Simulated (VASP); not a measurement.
Runs of VASP 6.6.1 on MoS2. The structure is that of space group P6_3/mmc (No. 194), or close to it. The cells are those of the table. 

```csv
cell,gap on the mesh (eV),pressure (GPa),largest force (eV/Å)
"a = 3.197, b = 3.197, c = 12.272 Å, angles 90.0, 90.0, 120.0°, 6 atoms",0.84,-6.4,0.68
"a = 3.244, b = 3.244, c = 12.272 Å, angles 90.0, 90.0, 120.0°, 6 atoms",0.82,-9.7,0.92
"a = 3.197, b = 3.197, c = 12.453 Å, angles 90.0, 90.0, 120.0°, 6 atoms",(a),-8.4,1.05
"a = 3.244, b = 3.244, c = 11.909 Å, angles 90.0, 90.0, 120.0°, 6 atoms",0.54,-5.8,0.17
"a = 3.244, b = 3.244, c = 12.453 Å, angles 90.0, 90.0, 120.0°, 6 atoms",(b),-11.4,1.26
```

Alike in all rows: task single point; level PBE+D3(BJ); potentials or basis VASP PAW PBE potentials, release 64 (Mo_sv, S); no spin polarisation; k mesh 12 × 12 × 4; cutoff (eV) 520; smearing gaussian 0.05 eV.

**Question.** Estimate the missing entries.

**Answer.** (a) 0.89; (b) 0.87.

Caveats: the cell stands under tension (at least some runs); forces of over 1 eV/Å act on the atoms, so gaps and moduli don't describe the material at rest (at least some runs); the stress differs along the axes, from -8 to -1 GPa (at least some runs); semilocal functionals underestimate gaps, and a narrow one can read as zero (at least some runs).

A k mesh can miss the band edges, and the runs leave out spin-orbit coupling on Mo.
